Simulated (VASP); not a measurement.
A run of VASP 6.6.1 is set up as follows.

The input INCAR:

```
SYSTEM = SrO
PREC = Accurate
ENCUT = 520
EDIFF = 1E-7
ISMEAR = -1
SIGMA = 0.02
LREAL = .FALSE.
LASPH = .TRUE.
NELM = 100
ALGO = Normal
ISIF = 2
LWAVE = .FALSE.
LCHARG = .FALSE.
GGA = CA
NBANDS = 15
```

KPOINTS

```
regular mesh
0
G
  8 8 8
  0 0 0
```

POSCAR

```
SrO
1.0
    0.0000000000      2.5698000000      2.6468940000
    2.5698000000      0.0000000000      2.6468940000
    2.5698000000      2.5698000000      0.0000000000
Sr O
1 1
Direct
    0.0000000000      0.0000000000      0.0000000000
    0.5000000000      0.5000000000      0.5000000000
```

Potentials or basis: VASP PAW LDA potentials, release 64 (Sr_sv, O).

The run is started by

```console
$ cat potpaw_LDA.64/Sr_sv/POTCAR potpaw_LDA.64/O/POTCAR > POTCAR
$ mpirun -np 1 vasp_std > vasp.out
```

Predict the pressure.

-5.8 GPa.

What does it give for the band gap on the k mesh?

3.06 eV (least direct gap 3.15 eV).

Stress tensor (GPa, compression positive):
```
-4.76  0.00  0.00
 0.00 -4.76  0.00
 0.00  0.00 -7.75
```

Caveat: the cell differs from its parent crystal (zz strain of +3 %); the cell stands under tension. A k mesh can miss the band edges.
